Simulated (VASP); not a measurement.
Set up this calculation in VASP 6.6.1, as the native input.

| Property | Result |
| --- | --- |
| Task | relaxation of cell and atoms |
| Functional | LDA |
| Potentials or basis | VASP PAW LDA potentials, release 64 (As) |
| Cutoff | 600 eV |
| k mesh | 8 × 8 × 4 |
| Occupations | methfessel-paxton, width 0.1 eV |
| Spin | no spin polarisation |
| Dipole correction | no |
| Further INCAR settings | ALGO = Normal; EDIFF = 1e-07; IBRION = 2; EDIFFG = -0.01; NSW = 80; ISIF = 3 |

The structure of As lies in POSCAR:

```
As
1.0
    2.9139356811      0.0000000000      0.0000000000
   -1.4569678406      2.5235423248      0.0000000000
    0.0000000000      0.0000000000      4.9160840413
As
2
Direct
    0.3333333333      0.6666666667      0.2500000000
    0.6666666667      0.3333333333      0.7500000000
```

One way to write it, as run:

INCAR

```
PREC = Accurate ; ENCUT = 600
EDIFF = 1E-7 ; ISMEAR = 1
SIGMA = 0.1 ; LREAL = F
LASPH = T ; NELM = 80
ALGO = Normal ; ISIF = 3
LWAVE = F ; LCHARG = F
IBRION = 2 ; NSW = 80
EDIFFG = -0.01
```

KPOINTS

```
Automatic mesh
0
Gamma
  8 8 4
```

Potentials or basis: VASP PAW LDA potentials, release 64 (As).

Command:

```sh
$ cat potpaw_LDA.64/As/POTCAR > POTCAR
$ mpirun -np 1 vasp_std > vasp.out
```

It gave:

The relaxed volume is 18.14 Å³/atom. The relaxed cell is a = 2.919 Å, b = 2.919 Å, c = 4.917 Å, α = 90.00°, β = 90.00°, γ = 120.00° and the space group after relaxing (to 0.05 Å) is P6_3/mmc (No. 194). The energy gained by relaxing is 0.1 meV/atom and the ionic steps are 3. The pressure after relaxing is 0.0 GPa and the band gap on the k mesh is zero (band 5 reaches 12.50 eV, above the bottom of band 6 at 4.06 eV).

It took 29 s on 1 thread of AMD EPYC 7R13, with other jobs on the host, peak memory 0.12 GiB.
